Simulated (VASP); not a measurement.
# BiTe (R-3m) in VASP: further runs

Runs on BiTe. Level: PBE. Tasks: single point.

Program: VASP 6.6.1. These are calculated values, not measurements. Logs are shortened: lines on timing, memory, paths and dates and some standing lists are left out, and cuts for length are marked.

**1. The cell of the first run**

The structure is trigonal, space group R-3m (No. 166). Conventional cell: a = 4.700 Å, b = 4.700 Å, c = 9.653 Å, α = 90.00°, β = 90.00°, γ = 120.00°. Within 4.3 Å of Bi (site symmetry -3m) lie 6 Te at 3.15 Å and 6 Bi at 4.21 Å. Within 4.3 Å of Te (site symmetry -3m) lie 6 Bi at 3.15 Å and 6 Te at 4.21 Å.

**2. Single point, PBE (strain -0.030 along x and y, -0.030 along z)**

Contents of INCAR:

```
SYSTEM = BiTe
PREC = Accurate ; ENCUT = 520
EDIFF = 1E-6 ; ISMEAR = 0
SIGMA = 0.15 ; LREAL = .FALSE.
LASPH = .TRUE. ; NELM = 100
ALGO = Normal ; ISIF = 2
LWAVE = .FALSE. ; LCHARG = .FALSE.
GGA = PE ; NBANDS = 18
```

Contents of KPOINTS:

```
regular mesh
0
G
  12 12 12
  0 0 0
```

Contents of POSCAR:

```
BiTe
1.0
    2.3500265396      1.3567884553      3.2177731959
   -2.3500265396      1.3567884553      3.2177731959
    0.0000000000     -2.7135769105      3.2177731959
Bi Te
1 1
Direct
    0.5000000000      0.5000000000      0.5000000000
    0.0000000000      0.0000000000      0.0000000000
```

Potentials or basis: VASP PAW PBE potentials, release 64 (Bi_d, Te).

Command:

```bash
$ cat potpaw_PBE.64/Bi_d/POTCAR potpaw_PBE.64/Te/POTCAR > POTCAR
$ mpirun -np 1 vasp_std > vasp.out
```

OUTCAR:

```text
SYSTEM = BiTe
   PREC = Accurate
   ENCUT = 520
   EDIFF = 1E-6
   ISMEAR = 0
   LREAL = .FALSE.
   LASPH = .TRUE.
   NELM = 100
   ISIF = 2
   GGA = PE

 ion  position               nearest neighbor table
   1  0.500  0.500  0.500-   2 3.15   2 3.15   2 3.15   2 3.15   2 3.15   2 3.15
   2  0.000  0.000  0.000-   1 3.15   1 3.15   1 3.15   1 3.15   1 3.15   1 3.15

  LATTYP: Found a trigonal (rhomboedric) cell.
 ALAT       =     4.2092236801
 COS(alpha) =     0.3765932224

  Lattice vectors:

 A1 = (   2.3500265396,   1.3567884553,   3.2177731959)
 A2 = (  -2.3500265396,   1.3567884553,   3.2177731959)
 A3 = (   0.0000000000,  -2.7135769105,   3.2177731959)

Analysis of symmetry for initial positions (statically):
=====================================================================
 Subroutine PRICEL returns:
 Original cell was already a primitive cell.

 Routine SETGRP: Setting up the symmetry group for a
 trigonal (rhombohedral) supercell.

 Subroutine GETGRP returns: Found 12 space group operations
 (whereof 12 operations were pure point group operations)
 out of a pool of 12 trial point group operations.

The static configuration has the point symmetry D_3d.

Analysis of symmetry for dynamics (positions and initial velocities):
=====================================================================
 Subroutine PRICEL returns:
 Original cell was already a primitive cell.

 Routine SETGRP: Setting up the symmetry group for a
 trigonal (rhombohedral) supercell.

 Subroutine GETGRP returns: Found 12 space group operations
 (whereof 12 operations were pure point group operations)
 out of a pool of 12 trial point group operations.

The dynamic configuration has the point symmetry D_3d.

 Subroutine INISYM returns: Found 12 space group operations
 (whereof 12 operations are pure point group operations),
 and found     1 'primitive' translations

----------------------------------------------------------------------------------------

                                     Primitive cell

  volume of cell :      61.5590

  direct lattice vectors                    reciprocal lattice vectors
     2.350026540  1.356788455  3.217773196     0.212763555  0.122839096  0.103591308
    -2.350026540  1.356788455  3.217773196    -0.212763555  0.122839096  0.103591308
     0.000000000 -2.713576911  3.217773196     0.000000000 -0.245678191  0.103591308

  length of vectors
     4.209223680  4.209223680  4.209223680     0.266625079  0.266625079  0.266625079

  position of ions in fractional coordinates (direct lattice)
     0.500000000  0.500000000  0.500000000
     0.000000000  0.000000000  0.000000000

  ion indices of the primitive-cell ions
   primitive index   ion index
                 1           1
                 2           2

----------------------------------------------------------------------------------------

 KPOINTS: regular mesh

Automatic generation of k-mesh.
 Grid dimensions read from file:
 generate k-points for:   12   12   12

 Generating k-lattice:

  Cartesian coordinates                     Fractional coordinates (reciprocal lattice)
     0.017730296  0.010236591  0.008632609     0.083333333  0.000000000 -0.000000000
    -0.017730296  0.010236591  0.008632609     0.000000000  0.083333333 -0.000000000
     0.000000000 -0.020473183  0.008632609    -0.000000000 -0.000000000  0.083333333

  Length of vectors
     0.022218757  0.022218757  0.022218757

  Shift w.r.t. Gamma in fractional coordinates (k-lattice)
     0.000000000  0.000000000  0.000000000

 Subroutine IBZKPT returns following result:
 ===========================================

 Found    189 irreducible k-points:

 Following reciprocal coordinates:
            Coordinates               Weight
  0.000000  0.000000  0.000000      1.000000
  0.083333  0.000000 -0.000000      6.000000
  0.166667  0.000000  0.000000      6.000000
  0.250000  0.000000  0.000000      6.000000
  0.333333  0.000000  0.000000      6.000000
  0.416667  0.000000 -0.000000      6.000000
[... 16 lines left out ...]
  0.500000  0.166667  0.000000     12.000000
 -0.416667  0.166667 -0.000000     12.000000
 [... further k-points ...]
   k-points           NKPTS =    189   k-points in BZ     NKDIM =    189   number of bands    NBANDS=     18
   number of dos      NEDOS =    301   number of ions     NIONS =      2
   total plane-waves  NPLWV =  32768
   dimension x,y,z NGX =    32 NGY =   32 NGZ =   32
   dimension x,y,z NGXF=    64 NGYF=   64 NGZF=   64
   ions per type =               1   1
   NGX,Y,Z   is equivalent  to a cutoff of  12.64, 12.64, 12.64 a.u.
   NGXF,Y,Z  is equivalent  to a cutoff of  25.28, 25.28, 25.28 a.u.
 SYSTEM =  BiTe
   PREC   = accura    normal or accurate (medium, high low for compatibility)
   ISTART =      0    job   : 0-new  1-cont  2-samecut
   ICHARG =      2    charge: 1-file 2-atom 10-const
   ISPIN  =      1    spin polarized calculation?
   LNONCOLLINEAR =      F non collinear calculations
   LSORBIT =      F    spin-orbit coupling
   LASPH  =      T    aspherical Exc in radial PAW
   ENCUT  =  520.0 eV  38.22 Ry    6.18 a.u.   7.83  7.83  7.83*2*pi/ulx,y,z
   NELM   =    100;   NELMIN=  2; NELMDL= -5     # of ELM steps
   EDIFF  = 0.1E-05   stopping-criterion for ELM
   LREAL  =      F    real-space projection
   EDIFFG = 0.1E-04   stopping-criterion for IOM
   NSW    =      0    number of steps for IOM
   IBRION =     -1    ionic relax: 0-MD 1-quasi-New 2-CG
   NFREE  =      0    steps in history (QN), initial steepest desc. (CG)
   ISIF   =      2    stress and relaxation
   ISYM   =      2    0-nonsym 1-usesym 2-fastsym
   POTIM  = 0.5000    time-step for ionic-motion
   TEBEG  =    0.0;   TEEND  =   0.0 temperature during run
   PSTRESS=    0.0 pullay stress
   NELECT =      21.0000    total number of electrons
   NUPDOWN=      -1.0000    fix difference up-down
   EMIN   =  10.00;   EMAX   =-10.00  energy-range for DOS
   EFERMI =   0.00;   METHOD = LEGACY
   ISMEAR =     0;   SIGMA  =   0.15  broadening in eV -4-tet -1-fermi 0-gaus
   EFERMI_NEDOS =   21; number of points for ismear=-14 and -15
   IALGO  =     38    algorithm
   IMIX   =      4    mixing-type and parameters
     AMIX     =   0.40;   BMIX     =  1.00
     AMIX_MAG =   1.60;   BMIX_MAG =  1.00
  volume/ion in A,a.u.               =      30.78       207.71
  Fermi-wavevector in a.u.,A,eV,Ry     =   1.143889  2.161638 17.802994  1.308483
  Thomas-Fermi vector in A             =   2.280583
   LORBIT       =      0    0 simple, 1 ext, 2 COOP (PROOUT), +10 PAW based schemes
   GGA     = PE    functional components
   LHFCALC =     F    Hartree Fock is set to
   AEXX    =    0.0000 exact exchange contribution
   IVDW    =     0    specifies the selected vdW correction
   LEPSILON=     F    determine dielectric tensor
   LRPA    =     F    only Hartree local field effects (RPA)
 non-spin polarized calculation
 Gauss-broadening in eV      SIGMA  =   0.15
  energy-cutoff  :      520.00
  volume of cell :       61.56
 maximum number of plane-waves:      1672
   NGX = 15   NGY = 15   NGZ = 15

 number of electron      20.9999999 magnetization

 Free energy of the ion-electron system (eV)
  ---------------------------------------------------
  ext. energy  EPLUGINS =         0.00000000
  ---------------------------------------------------
  free energy    TOTEN  =        -7.09869957 eV

  energy without entropy =       -7.08606845  energy(sigma->0) =       -7.09238401

 E-fermi :   7.8436     XC(G=0):  -9.8920

 val. band max:        7.8373539366   @ k =   0.2500   0.1667   0.1667
 cond. band min:       7.8444282181   @ k =  -0.4167   0.3333   0.3333
 fundamental gap:      0.0070742814
 Fermi energy:         7.8436134602

 k-point     1 :       0.0000    0.0000    0.0000
  band No.  band energies     occupation
      1     -15.4441      2.00000
      2     -15.4441      2.00000
      3     -15.4343      2.00000
      4     -15.4343      2.00000
      5     -15.4126      2.00000
      6      -6.3224      2.00000
[... 10 lines left out ...]
     17      14.6540      0.00000
     18      14.6661      0.00000

 k-point     2 :       0.0833    0.0000   -0.0000
  band No.  band energies     occupation
      1     -15.4441      2.00000
      2     -15.4439      2.00000
      3     -15.4348      2.00000
      4     -15.4335      2.00000
      5     -15.4124      2.00000
      6      -6.2560      2.00000
[... 10 lines left out ...]
     17      14.9555      0.00000
     18      15.0991      0.00000

 k-point     3 :       0.1667    0.0000    0.0000
  band No.  band energies     occupation
      1     -15.4444      2.00000
      2     -15.4436      2.00000
      3     -15.4361      2.00000
      4     -15.4314      2.00000
      5     -15.4117      2.00000
      6      -6.0576      2.00000
[... 10 lines left out ...]
     17      15.7607      0.00000
     18      16.0597      0.00000

 k-point     4 :       0.2500    0.0000    0.0000
  band No.  band energies     occupation
      1     -15.4450      2.00000
      2     -15.4440      2.00000
      3     -15.4371      2.00000
      4     -15.4287      2.00000
      5     -15.4104      2.00000
      6      -5.7298      2.00000
[... 375 lines left out ...]
      4     -15.4224      2.00000
      5     -15.4071      2.00000
      6      -4.8678      2.00000
[... 10 lines left out ...]
     17      17.5237      0.00000
     18      17.8374      0.00000

 k-point    23 :       0.5000    0.1667    0.0000
  band No.  band energies     occupation
      1     -15.4510      2.00000
      2     -15.4450      2.00000
      3     -15.4350      2.00000
      4     -15.4224      2.00000
      5     -15.4062      2.00000
      6      -4.3115      2.00000
[... 10 lines left out ...]
     17      17.9864      0.00000
     18      18.8415      0.00000

 k-point    24 :      -0.4167    0.1667   -0.0000
  band No.  band energies     occupation
      1     -15.4493      2.00000
      2     -15.4458      2.00000
      3     -15.4348      2.00000
      4     -15.4232      2.00000
      5     -15.4068      2.00000
      6      -4.1598      2.00000
[... 10 lines left out ...]
     17      17.1379      0.00000
     18      17.7295      0.00000

 [... further k-points ...]

------------------------ aborting loop because EDIFF is reached ----------------------------------------

  FORCE on cell =-STRESS in cart. coord.  units (eV):
  Direction    XX          YY          ZZ          XY          YZ          ZX
  --------------------------------------------------------------------------------------
  -------------------------------------------------------------------------------------
  Total        2.2651106      2.2651106      1.6350448      0.0000000      0.0000000      0.0000000
  in kB       58.9533396     58.9533396     42.5548107      0.0000000      0.0000000      0.0000000
  external PRESSURE =      53.4871633 kB  Pullay stress =       0.0000000 kB

 VOLUME and BASIS-vectors are now :
 -----------------------------------------------------------------------------
  energy-cutoff  :      520.00
  volume of cell :       61.56
      direct lattice vectors                 reciprocal lattice vectors
     2.350026540  1.356788455  3.217773196     0.212763555  0.122839096  0.103591308
    -2.350026540  1.356788455  3.217773196    -0.212763555  0.122839096  0.103591308
     0.000000000 -2.713576911  3.217773196     0.000000000 -0.245678191  0.103591308

 POSITION                                       TOTAL-FORCE (eV/Angst)
 -----------------------------------------------------------------------------------
      0.00000      0.00000      4.82666         0.000000      0.000000      0.000000
      0.00000      0.00000      0.00000        -0.000000     -0.000000     -0.000000
 -----------------------------------------------------------------------------------
    total drift:                               -0.000000      0.000000     -0.000000

  FREE ENERGIE OF THE ION-ELECTRON SYSTEM (eV)
  ---------------------------------------------------
  free  energy   TOTEN  =        -7.0986995671 eV

  energy  without entropy=       -7.0860684527  energy(sigma->0) =       -7.09238401
```

Run time: 72 s. Hardware: 1 thread of Intel Xeon Platinum 8488C (Sapphire Rapids), shared host; peak memory 0.33 GiB.

What came out:

- Free energy: -7.0987 eV
- Pressure: 5.3 GPa
- Band gap on the k mesh: zero (an odd number of electrons rules out a gap without spin polarisation)

Levels at points of the mesh, in eV from the Fermi level:
```csv
k point,band 7,band 8,band 9,band 10,band 11,band 12,band 13,band 14
"(0.00, 0.00, 0.00)",-7.95,-3.22,-3.22,-1.78,2.07,2.73,2.73,3.86
"(0.50, 0.00, 0.00)",-11.72,-2.05,-1.95,-1.04,-0.98,-0.76,0.36,6.72
"(0.50, 0.50, 0.00)",-10.00,-6.26,-4.99,-3.68,2.09,3.43,3.99,5.21
"(0.50, 0.50, 0.50)",-11.21,-2.62,-2.62,-2.36,-1.73,-1.50,-1.50,8.30
```

Caveat: the cell differs from its parent crystal (strain -0.030 along x and y, -0.030 along z); the cell stands under pressure; spin-orbit coupling is left out, which moves the levels of the heavy elements.

**3. Single point, PBE (strain -0.030 along x and y, -0.015 along z)**

Contents of INCAR:

```
SYSTEM = BiTe
PREC     = Accurate       ! precision mode
ENCUT    = 520            ! plane-wave cutoff, eV
EDIFF    = 1E-6           ! SCF threshold, eV
ISMEAR   = 0              ! smearing method
SIGMA    = 0.15           ! smearing width, eV
LREAL    = .FALSE.        ! projectors in reciprocal space
LASPH    = .TRUE.         ! aspherical terms in the spheres
NELM     = 60             ! most SCF steps
ALGO     = Normal         ! electronic algorithm
ISIF     = 2              ! what is computed and relaxed
LWAVE    = .FALSE.        ! write WAVECAR
LCHARG   = .FALSE.        ! write CHGCAR
GGA      = PE             ! functional
NBANDS   = 18             ! bands
```

Contents of KPOINTS:

```
Automatic mesh
0
G
  12 12 12
  0 0 0
```

Contents of POSCAR:

```
BiTe
1.0
    2.3500265396      1.3567884553      3.2675325752
   -2.3500265396      1.3567884553      3.2675325752
    0.0000000000     -2.7135769105      3.2675325752
Bi Te
1 1
Direct
    0.5000000000      0.5000000000      0.5000000000
    0.0000000000      0.0000000000      0.0000000000
```

Potentials or basis: VASP PAW PBE potentials, release 64 (Bi_d, Te).

Command:

```bash
$ cat potpaw_PBE.64/Bi_d/POTCAR potpaw_PBE.64/Te/POTCAR > POTCAR
$ mpirun -np 1 vasp_std > vasp.out
```

Wall time 64 s (1 thread of Intel Xeon Platinum 8488C (Sapphire Rapids), shared host); peak memory 0.34 GiB.

Results (log left out):

| Property | Result |
| --- | --- |
| Free energy | -7.1217 eV |
| Pressure | 4.5 GPa |
| Band gap on the k mesh | zero (an odd number of electrons rules out a gap without spin polarisation) |

Stress tensor (GPa, compression positive):
```
4.99 0.00 0.00
0.00 4.99 0.00
0.00 0.00 3.43
```

Levels at points of the mesh, in eV from the Fermi level:
| k point | band 6 | band 7 | band 8 | band 9 | band 10 | band 11 | band 12 | band 13 | band 14 | band 15 |
| --- | --- | --- | --- | --- | --- | --- | --- | --- | --- | --- |
| (0.00, 0.00, 0.00) | -14.07 | -8.00 | -3.16 | -3.16 | -1.83 | 2.04 | 2.63 | 2.63 | 3.93 | 3.93 |
| (0.50, 0.00, 0.00) | -11.96 | -11.66 | -2.05 | -1.94 | -1.07 | -1.02 | -0.76 | 0.24 | 6.79 | 6.96 |
| (0.50, 0.50, 0.00) | -12.02 | -10.01 | -6.17 | -4.88 | -3.71 | 2.09 | 3.43 | 3.93 | 5.15 | 8.41 |
| (0.50, 0.50, 0.50) | -11.58 | -11.21 | -2.55 | -2.55 | -2.30 | -1.65 | -1.42 | -1.42 | 8.16 | 8.74 |

Caveat: the cell differs from its parent crystal (strain -0.030 along x and y, -0.015 along z); the cell stands under pressure; spin-orbit coupling is left out, which moves the levels of the heavy elements.

**4. Single point, PBE (strain -0.030 along x and y, +0.000 along z)**

Contents of INCAR:

```
SYSTEM = BiTe
ALGO     = Normal         ! electronic algorithm
EDIFF    = 1E-6           ! SCF threshold, eV
ENCUT    = 520            ! plane-wave cutoff, eV
GGA      = PE             ! functional
ISIF     = 2              ! what is computed and relaxed
ISMEAR   = 0              ! smearing method
LASPH    = .True.         ! aspherical terms in the spheres
LCHARG   = .True.         ! write CHGCAR
LELF     = .True.         ! ELF
LREAL    = .False.        ! projectors in reciprocal space
LVHAR    = .True.       
LWAVE    = .False.        ! write WAVECAR
NBANDS   = 18             ! bands
NELM     = 100            ! most SCF steps
PREC     = Accurate       ! precision mode
SIGMA    = 0.15           ! smearing width, eV
```

Contents of KPOINTS:

```
k-points
0
Gamma
  12 12 12
  0 0 0
```

Contents of POSCAR:

```
BiTe
1.0
    2.3500265396      1.3567884553      3.3172919545
   -2.3500265396      1.3567884553      3.3172919545
    0.0000000000     -2.7135769105      3.3172919545
Bi Te
1 1
Direct
    0.5000000000      0.5000000000      0.5000000000
    0.0000000000      0.0000000000      0.0000000000
```

Command:

```bash
$ cat potpaw_PBE.64/Bi_d/POTCAR potpaw_PBE.64/Te/POTCAR > POTCAR
$ mpirun -np 1 vasp_std > vasp.out
```

Run time: 73 s. Hardware: 1 thread of Intel Xeon Platinum 8488C (Sapphire Rapids), shared host; peak memory 0.34 GiB.

The run converged. Its results:

```
Free energy            : -7.1402 eV
Pressure               : 3.6 GPa
Band gap on the k mesh : zero (an odd number of electrons rules out a gap without spin polarisation)
```

Stress tensor (GPa, compression positive):
```
4.11 0.00 0.00
0.00 4.11 0.00
0.00 0.00 2.72
```

Levels at points of the mesh, in eV from the Fermi level:
```csv
k point,band 6,band 7,band 8,band 9,band 10,band 11,band 12,band 13,band 14,band 15
"(0.00, 0.00, 0.00)",-13.97,-8.04,-3.10,-3.10,-1.89,2.01,2.55,2.55,4.01,4.01
"(0.50, 0.00, 0.00)",-11.90,-11.60,-2.04,-1.92,-1.15,-1.00,-0.75,0.13,6.86,6.97
"(0.50, 0.50, 0.00)",-11.98,-10.01,-6.08,-4.77,-3.73,2.11,3.42,3.88,5.10,8.43
"(0.50, 0.50, 0.50)",-11.57,-11.20,-2.48,-2.48,-2.23,-1.57,-1.33,-1.33,8.02,8.60
```

Caveat: the cell differs from its parent crystal (strain -0.030 along x and y, +0.000 along z); the cell stands under pressure; spin-orbit coupling is left out, which moves the levels of the heavy elements.

**5. The runs side by side**

| cell | gap on the mesh (eV) | pressure (GPa) |
| --- | --- | --- |
| a = 4.209 Å, angles 67.9°, 2 atoms | none | 5.3 |
| a = 4.247 Å, angles 67.2°, 2 atoms | none | 4.5 |
| a = 4.286 Å, angles 66.5°, 2 atoms | none | 3.6 |

Alike in all rows: task single point; level PBE; potentials or basis VASP PAW PBE potentials, release 64 (Bi_d, Te); no spin polarisation; k mesh 12 × 12 × 12; cutoff (eV) 520; smearing gaussian 0.15 eV.

Caveats: the cell stands under pressure; spin-orbit coupling is left out, which moves the levels of the heavy elements.

Total energies depend on the potentials used, so only differences within one code and one set of settings carry meaning.
